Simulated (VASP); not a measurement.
Input of a VASP 6.6.1 run:

INCAR

```
SYSTEM = Pt
PREC = Accurate
ENCUT = 520
EDIFF = 1E-7
ISMEAR = 0
SIGMA = 0.15
LREAL = .False.
LASPH = .True.
NELM = 100
ALGO = Fast
ISIF = 2
LWAVE = .False.
LCHARG = .True.
LELF = .True.
LVHAR = .True.
NBANDS = 28
```

File KPOINTS:

```
regular mesh
0
Gamma
  18 18 6
  0 0 0
```

POSCAR

```
Pt
1.0
    2.7082945870      0.0000000000      0.0000000000
   -1.3541472935      2.3454519133      0.0000000000
    0.0000000000      0.0000000000      9.3530207388
Pt
4
Direct
    0.6363811082      0.3111627658      0.3750000000
    0.6363811082      0.3111627658      0.8750000000
    0.3636188918      0.6888372342      0.1250000000
    0.3636188918      0.6888372342      0.6250000000
```

Potentials or basis: VASP PAW LDA potentials, release 64 (Pt).

The run is started by

```bash
$ cat potpaw_LDA.64/Pt/POTCAR > POTCAR
$ mpirun -np 1 vasp_std > vasp.out
```

(1) What does it give for the largest force?

(2) Predict the pressure.

(3) Estimate the band gap on the k mesh.

Results:

(1) 0.077 eV/Å.

(2) 1.1 GPa.

(3) zero (band 20 reaches 12.00 eV, above the bottom of band 21 at 10.56 eV).

Caveat: the cell differs from its parent crystal (mode 1 frozen in at -0.052 Å and mode 2 at -0.052 Å (largest displacements)); spin-orbit coupling is left out, which moves the levels of the heavy elements.
